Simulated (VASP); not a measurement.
# Fe (Fd-3m) in VASP: relaxation of cell and atoms with PBEsol

Aim: the relaxation of cell and atoms of Fe with PBEsol.

Program: VASP 6.6.1. These are calculated values, not measurements. Logs are shortened: lines on timing, memory, paths and dates and some standing lists are left out, and cuts for length are marked.

## (1) The cell of the first run

The structure is cubic, space group Fd-3m (No. 227). The conventional cell has a = 4.751 Å, b = 4.751 Å, c = 4.751 Å, α = 90.00°, β = 90.00°, γ = 90.00°. Fe (site symmetry -43m) has 4 Fe at 2.06 Å within 2.7 Å.

## (2) Relaxation of cell and atoms, PBEsol, collinear spin, ferromagnetic start, target pressure 1.5 GPa, at which the enthalpy is minimised

Input file INCAR:

```
SYSTEM = Fe
ALGO = Normal
EDIFF = 1E-6
EDIFFG = -0.005
ENCUT = 600
GGA = PS
IBRION = 2
ISIF = 3
ISMEAR = -1
ISPIN = 2
LASPH = .True.
LCHARG = .False.
LMAXMIX = 4
LORBIT = 11
LREAL = .False.
LWAVE = .False.
MAGMOM = 2.5 2.5
NELM = 150
NSW = 60
PREC = Accurate
PSTRESS = 15.0
SIGMA = 0.1
```

Input file KPOINTS:

```
k-points
0
Gamma
  14 14 14
  0 0 0
```

Input file POSCAR:

```
Fe
1.0
    0.0000000000      2.3755990215      2.3755990215
    2.3755990215      0.0000000000      2.3755990215
    2.3755990215      2.3755990215      0.0000000000
Fe
2
Direct
   -0.1250000000     -0.1250000000     -0.1250000000
    0.1250000000      0.1250000000      0.1250000000
```

Potentials or basis: VASP PAW PBE potentials, release 64 (Fe).

Command:

```sh
$ cat potpaw_PBE.64/Fe/POTCAR > POTCAR
$ mpirun -np 1 vasp_std > vasp.out
```

OUTCAR:

```text
SYSTEM = Fe
   EDIFF = 1E-6
   EDIFFG = -0.005
   ENCUT = 600
   GGA = PS
   IBRION = 2
   ISIF = 3
   ISMEAR = -1
   ISPIN = 2
   LASPH = .True.
   LORBIT = 11
   LREAL = .False.
   NELM = 150
   NSW = 60
   PREC = Accurate
   PSTRESS = 15.0

 ion  position               nearest neighbor table
   1  0.875  0.875  0.875-   2 2.06   2 2.06   2 2.06   2 2.06
   2  0.125  0.125  0.125-   1 2.06   1 2.06   1 2.06   1 2.06

  LATTYP: Found a face centered cubic cell.
 ALAT       =     4.7511980430

  Lattice vectors:

 A1 = (   0.0000000000,   2.3755990215,   2.3755990215)
 A2 = (   2.3755990215,   0.0000000000,   2.3755990215)
 A3 = (   2.3755990215,   2.3755990215,   0.0000000000)

Analysis of symmetry for initial positions (statically):
=====================================================================
 Subroutine PRICEL returns:
 Original cell was already a primitive cell.

 Routine SETGRP: Setting up the symmetry group for a
 face centered cubic supercell.

 Subroutine GETGRP returns: Found 48 space group operations
 (whereof 12 operations were pure point group operations)
 out of a pool of 48 trial point group operations.

The static configuration has the point symmetry D_3d.
 The point group associated with its full space group is O_h .

Analysis of symmetry for dynamics (positions and initial velocities):
=====================================================================
 Subroutine PRICEL returns:
 Original cell was already a primitive cell.

 Routine SETGRP: Setting up the symmetry group for a
 face centered cubic supercell.

 Subroutine GETGRP returns: Found 48 space group operations
 (whereof 12 operations were pure point group operations)
 out of a pool of 48 trial point group operations.

The dynamic configuration has the point symmetry D_3d.
 The point group associated with its full space group is O_h .

Analysis of structural, dynamic, and magnetic symmetry:
=====================================================================
 Subroutine PRICEL returns:
 Original cell was already a primitive cell.

 Routine SETGRP: Setting up the symmetry group for a
 face centered cubic supercell.

 Subroutine GETGRP returns: Found 48 space group operations
 (whereof 12 operations were pure point group operations)
 out of a pool of 48 trial point group operations.

The overall configuration has the point symmetry D_3d.
 The point group associated with its full space group is O_h .

 Subroutine INISYM returns: Found 48 space group operations
 (whereof 12 operations are pure point group operations),
 and found     1 'primitive' translations

----------------------------------------------------------------------------------------

                                     Primitive cell

  volume of cell :      26.8132

  direct lattice vectors                    reciprocal lattice vectors
     0.000000000  2.375599021  2.375599021    -0.210473230  0.210473230  0.210473230
     2.375599021  0.000000000  2.375599021     0.210473230 -0.210473230  0.210473230
     2.375599021  2.375599021  0.000000000     0.210473230  0.210473230 -0.210473230

  length of vectors
     3.359604355  3.359604355  3.359604355     0.364550329  0.364550329  0.364550329

  position of ions in fractional coordinates (direct lattice)
     0.875000000  0.875000000  0.875000000
     0.125000000  0.125000000  0.125000000

  ion indices of the primitive-cell ions
   primitive index   ion index
                 1           1
                 2           2

----------------------------------------------------------------------------------------

 KPOINTS: k-points

Automatic generation of k-mesh.
 Grid dimensions read from file:
 generate k-points for:   14   14   14

 Generating k-lattice:

  Cartesian coordinates                     Fractional coordinates (reciprocal lattice)
    -0.015033802  0.015033802  0.015033802     0.071428571  0.000000000  0.000000000
     0.015033802 -0.015033802  0.015033802     0.000000000  0.071428571  0.000000000
     0.015033802  0.015033802 -0.015033802     0.000000000  0.000000000  0.071428571

  Length of vectors
     0.026039309  0.026039309  0.026039309

  Shift w.r.t. Gamma in fractional coordinates (k-lattice)
     0.000000000  0.000000000  0.000000000

 Subroutine IBZKPT returns following result:
 ===========================================

 Found    104 irreducible k-points:

 Following reciprocal coordinates:
            Coordinates               Weight
  0.000000  0.000000  0.000000      1.000000
  0.071429  0.000000  0.000000      8.000000
  0.142857  0.000000  0.000000      8.000000
  0.214286  0.000000  0.000000      8.000000
  0.285714  0.000000  0.000000      8.000000
  0.357143  0.000000  0.000000      8.000000
[... 16 lines left out ...]
  0.214286  0.142857  0.000000     24.000000
  0.285714  0.142857  0.000000     24.000000
 [... further k-points ...]
   k-points           NKPTS =    104   k-points in BZ     NKDIM =    104   number of bands    NBANDS=     15
   number of dos      NEDOS =    301   number of ions     NIONS =      2
   total plane-waves  NPLWV =  21952
   dimension x,y,z NGX =    28 NGY =   28 NGZ =   28
   dimension x,y,z NGXF=    56 NGYF=   56 NGZF=   56
   ions per type =               2
   NGX,Y,Z   is equivalent  to a cutoff of  13.86, 13.86, 13.86 a.u.
   NGXF,Y,Z  is equivalent  to a cutoff of  27.71, 27.71, 27.71 a.u.
 SYSTEM =  Fe
   PREC   = accura    normal or accurate (medium, high low for compatibility)
   ISTART =      0    job   : 0-new  1-cont  2-samecut
   ICHARG =      2    charge: 1-file 2-atom 10-const
   ISPIN  =      2    spin polarized calculation?
   LNONCOLLINEAR =      F non collinear calculations
   LSORBIT =      F    spin-orbit coupling
   LASPH  =      T    aspherical Exc in radial PAW
   ENCUT  =  600.0 eV  44.10 Ry    6.64 a.u.   6.71  6.71  6.71*2*pi/ulx,y,z
   NELM   =    150;   NELMIN=  2; NELMDL= -5     # of ELM steps
   EDIFF  = 0.1E-05   stopping-criterion for ELM
   LREAL  =      F    real-space projection
   EDIFFG = -.5E-02   stopping-criterion for IOM
   NSW    =     60    number of steps for IOM
   IBRION =      2    ionic relax: 0-MD 1-quasi-New 2-CG
   NFREE  =      1    steps in history (QN), initial steepest desc. (CG)
   ISIF   =      3    stress and relaxation
   ISYM   =      2    0-nonsym 1-usesym 2-fastsym
   POTIM  = 0.5000    time-step for ionic-motion
   TEBEG  =    0.0;   TEEND  =   0.0 temperature during run
   PSTRESS=   15.0 pullay stress
   NELECT =      16.0000    total number of electrons
   NUPDOWN=      -1.0000    fix difference up-down
   EMIN   =  10.00;   EMAX   =-10.00  energy-range for DOS
   EFERMI =   0.00;   METHOD = LEGACY
   ISMEAR =    -1;   SIGMA  =   0.10  broadening in eV -4-tet -1-fermi 0-gaus
   EFERMI_NEDOS =   21; number of points for ismear=-14 and -15
   IALGO  =     38    algorithm
   IMIX   =      4    mixing-type and parameters
     AMIX     =   0.40;   BMIX     =  1.00
     AMIX_MAG =   1.60;   BMIX_MAG =  1.00
  volume/ion in A,a.u.               =      13.41        90.47
  Fermi-wavevector in a.u.,A,eV,Ry     =   1.378262  2.604537 25.845699  1.899605
  Thomas-Fermi vector in A             =   2.503339
   LORBIT       =     11    0 simple, 1 ext, 2 COOP (PROOUT), +10 PAW based schemes
   GGA     = PS    functional components
   LHFCALC =     F    Hartree Fock is set to
   AEXX    =    0.0000 exact exchange contribution
   IVDW    =     0    specifies the selected vdW correction
   LEPSILON=     F    determine dielectric tensor
   LRPA    =     F    only Hartree local field effects (RPA)
 conjugate gradient relaxation of ions
 spin polarized calculation
  energy-cutoff  :      600.00
  volume of cell :       26.81
 maximum number of plane-waves:       934
   NGX = 13   NGY = 13   NGZ = 13

--------------------------------------- Ionic step        1  -------------------------------------------

 number of electron      15.9999993 magnetization      -0.0017505

 number of electron      15.9999993 magnetization       0.0016023

 Free energy of the ion-electron system (eV)
  ---------------------------------------------------
  ext. energy  EPLUGINS =         0.00000000
  ---------------------------------------------------
  free energy    TOTEN  =       -15.34183078 eV

  energy without entropy =      -15.26578779  energy(sigma->0) =      -15.30380928

------------------------ aborting loop because EDIFF is reached ----------------------------------------

  FORCE on cell =-STRESS in cart. coord.  units (eV):
  Direction    XX          YY          ZZ          XY          YZ          ZX
  --------------------------------------------------------------------------------------
  -------------------------------------------------------------------------------------
  Total        0.7219100      0.7219100      0.7219100     -0.0000000     -0.0000000      0.0000000
  in kB       43.1364329     43.1364329     43.1364329     -0.0000000     -0.0000000      0.0000000
  external PRESSURE =      28.1364329 kB  Pullay stress =      15.0000000 kB

 VOLUME and BASIS-vectors are now :
 -----------------------------------------------------------------------------
  energy-cutoff  :      600.00
  volume of cell :       26.81
      direct lattice vectors                 reciprocal lattice vectors
     0.000000000  2.375599021  2.375599021    -0.210473230  0.210473230  0.210473230
     2.375599021  0.000000000  2.375599021     0.210473230 -0.210473230  0.210473230
     2.375599021  2.375599021  0.000000000     0.210473230  0.210473230 -0.210473230
[... 48 lines left out ...]
  FREE ENERGIE OF THE ION-ELECTRON SYSTEM (eV)
  ---------------------------------------------------
  free  energy   TOTEN  =       -15.3491884010 eV

  energy  without entropy=      -15.2697573191  energy(sigma->0) =      -15.30947286

  enthalpy is  TOTEN    =       -15.0895044738 eV   P V=        0.2596839272

--------------------------------------- Ionic step        3  -------------------------------------------

 number of electron      15.9999998 magnetization       0.0000289

 number of electron      15.9999998 magnetization      -0.0000133

 Free energy of the ion-electron system (eV)
  ---------------------------------------------------
  ext. energy  EPLUGINS =         0.00000000
  ---------------------------------------------------
  free energy    TOTEN  =       -15.34944857 eV

  energy without entropy =      -15.27185758  energy(sigma->0) =      -15.31065308

 E-fermi :   3.9565     XC(G=0): -12.0021

 val. band max:        3.9445689006   @ k =   0.2857   0.2143   0.0714
 cond. band min:       3.9568586223   @ k =  -0.4286   0.0714   0.0000
 fundamental gap:      0.0122897217
 Fermi energy:         3.9564804797

 spin component 1

 k-point     1 :       0.0000    0.0000    0.0000
  band No.  band energies     occupation
      1      -3.0295      1.00000
      2       0.9642      1.00000
      3       0.9642      1.00000
      4       1.3384      1.00000
      5       1.3384      1.00000
      6       1.3384      1.00000
      7       3.5234      0.98701
      8       3.5234      0.98701
      9       3.5234      0.98701
     10       5.3087      0.00000
     11       5.3087      0.00000
     12      18.8238      0.00000
     13      18.8238      0.00000
     14      18.8238      0.00000
     15      19.0841      0.00000
[... 397 lines left out ...]
 k-point    24 :       0.2857    0.1429    0.0000
  band No.  band energies     occupation
      1      -1.5046      1.00000
      2       0.3523      1.00000
      3       1.2284      1.00000
      4       1.4304      1.00000
      5       1.5320      1.00000
      6       2.1060      1.00000
      7       2.4925      1.00000
      8       3.7132      0.91929
      9       3.9131      0.60672
     10       4.9066      0.00007
     11       5.4699      0.00000
     12      11.6073      0.00000
     13      13.8760      0.00000
     14      15.7733      0.00000
     15      16.6147      0.00000

 [... further k-points ...]

 spin component 2

 k-point     1 :       0.0000    0.0000    0.0000
  band No.  band energies     occupation
      1      -3.0296      1.00000
      2       0.9642      1.00000
      3       0.9642      1.00000
      4       1.3384      1.00000
      5       1.3384      1.00000
      6       1.3384      1.00000
      7       3.5234      0.98701
      8       3.5234      0.98701
      9       3.5234      0.98701
     10       5.3087      0.00000
     11       5.3087      0.00000
     12      18.8238      0.00000
     13      18.8238      0.00000
     14      18.8238      0.00000
     15      19.0841      0.00000
[... 436 lines left out ...]
 POSITION                                       TOTAL-FORCE (eV/Angst)
 -----------------------------------------------------------------------------------
      4.17901      4.17901      4.17901         0.000000     -0.000000     -0.000000
      0.59700      0.59700      0.59700        -0.000000      0.000000      0.000000
 -----------------------------------------------------------------------------------
    total drift:                                0.000000     -0.000000     -0.000000

  FREE ENERGIE OF THE ION-ELECTRON SYSTEM (eV)
  ---------------------------------------------------
  free  energy   TOTEN  =       -15.3494485691 eV

  energy  without entropy=      -15.2718575817  energy(sigma->0) =      -15.31065308

  enthalpy is  TOTEN    =       -15.0944623647 eV   P V=        0.2549862045

 reached required accuracy - stopping structural energy minimisation

 total charge

# of ion       s       p       d       tot
------------------------------------------
    1        0.611   0.477   6.519   7.606
    2        0.611   0.477   6.519   7.606
--------------------------------------------------
tot          1.221   0.953  13.038  15.213

 magnetization (x)

# of ion       s       p       d       tot
------------------------------------------
    1       -0.000   0.000   0.000   0.000
    2       -0.000   0.000   0.000   0.000
--------------------------------------------------
tot         -0.000   0.000   0.000   0.000
```

Wall time 6.3 min (1 thread of AMD EPYC 7R13, shared host); peak memory 0.2 GiB.

Results:

* Free energy: -15.3494 eV
* Relaxed volume: 13.62 Å³/atom
* Relaxed cell: a = 3.377 Å, b = 3.377 Å, c = 3.377 Å, α = 60.00°, β = 60.00°, γ = 60.00°
* Space group after relaxing (to 0.05 Å): Fd-3m (No. 227)
* Energy change on relaxing (the enthalpy is what falls): -3.8 meV/atom
* Ionic steps: 3
* Pressure after relaxing: 1.5 GPa
* Band gap on the k mesh: zero (filled and empty bands overlap)
* Net moment: 0.00 μB per cell
* Valence electrons inside the program's atomic spheres: Fe 7.61

Step by step:
```
step  energy change (eV)  largest force (eV/Å)  pressure (GPa)  volume (Å³)
   1              0.0000                0.0000            4.31        26.81
   2             -0.0074                0.0000           -1.60        27.74
   3             -0.0076                0.0000            1.49        27.24
```

Final structure:
```yaml
crystal:
  lattice:
    - [0.00000, 2.38801, 2.38801]
    - [2.38801, 0.00000, 2.38801]
    - [2.38801, 2.38801, 0.00000]
  atoms:
    - { symbol: Fe, position: [0.87500, 0.87500, 0.87500] }
    - { symbol: Fe, position: [0.12500, 0.12500, 0.12500] }
```

Caveat: the starting moments collapsed, and a magnetic state may lie lower; the cell is relaxed towards a set pressure, so the enthalpy falls and the energy may rise; the PAW data sets were made with another functional, which shifts forces and pressure a little.
